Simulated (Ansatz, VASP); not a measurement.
## Two plane-wave programs on Ba

INCAR

```
SYSTEM = Ba
ALGO = Normal
EDIFF = 1E-8
ENCUT = 520
GGA = PE
ISIF = 2
ISMEAR = -1
LASPH = .TRUE.
LCHARG = .FALSE.
LEFG = .TRUE.
LREAL = .FALSE.
LWAVE = .FALSE.
NBANDS = 11
NELM = 60
PREC = Accurate
SIGMA = 0.05
```

File KPOINTS:

```
k-points
0
G
  10 10 10
  0 0 0
```

Contents of POSCAR:

```
Ba
1.0
   -2.5000000000      2.5000000000      2.5000000000
    2.5000000000     -2.5000000000      2.5000000000
    2.5000000000      2.5000000000     -2.5000000000
Ba
1
Direct
    0.0000000000      0.0000000000      0.0000000000
```

Input for Ansatz:

```yaml
crystal:
  lattice:
    - [-2.5, 2.5, 2.5]
    - [2.5, -2.5, 2.5]
    - [2.5, 2.5, -2.5]
  atoms:
    - { symbol: Ba, position: [0.0, 0.0, 0.0] }
kpoints:
  mp_grid: { grid: [10, 10, 10] }
  band_path:
    path:
      - [0.0, 0.0, 0.0]
      - [0.5, -0.5, 0.5]
      - [0.0, 0.0, 0.5]
      - [0.0, 0.0, 0.0]
      - [0.25, 0.25, 0.25]
      - [0.5, -0.5, 0.5]
      - [0.25, 0.25, 0.25]
      - [0.0, 0.0, 0.5]
    npoints: 8
scf:
  occupations: { method: fermi_dirac, width: 0.05 }
hamiltonian:
  xc: pbe
  pseudopotentials: { kind: paw }
output:
  forces: true
  stress: true
  eigenvalues: true
  efg: { contact_densities: true }
  populations: true
  bader: true
  dos: { projected: true, de: 0.2, e_range: [-14, 8] }
```

Alike in both runs: task electric field gradients; functional PBE; k mesh 10 × 10 × 10; occupations fermi-dirac, width 0.05 eV; no spin polarisation.

|  | VASP | Ansatz |
| --- | --- | --- |
| version | VASP 6.6.1 | Ansatz 0.2.0 |
| potentials or method | VASP PAW PBE potentials, release 64 (Ba_sv) | PAW with Ansatz's default frozen-core files, scalar-relativistic |
| plane-wave cutoff (eV) | 520 | 420 |
| valence electrons in the cell | 10 | 10 |

|  | VASP | Ansatz | Ansatz less VASP |
| --- | --- | --- | --- |
| pressure (GPa) | 0.2 | 0.1 | -0.05 |

With one functional, cell and mesh, what is left measures potentials, basis and numerics.

Spin-orbit coupling is off throughout.
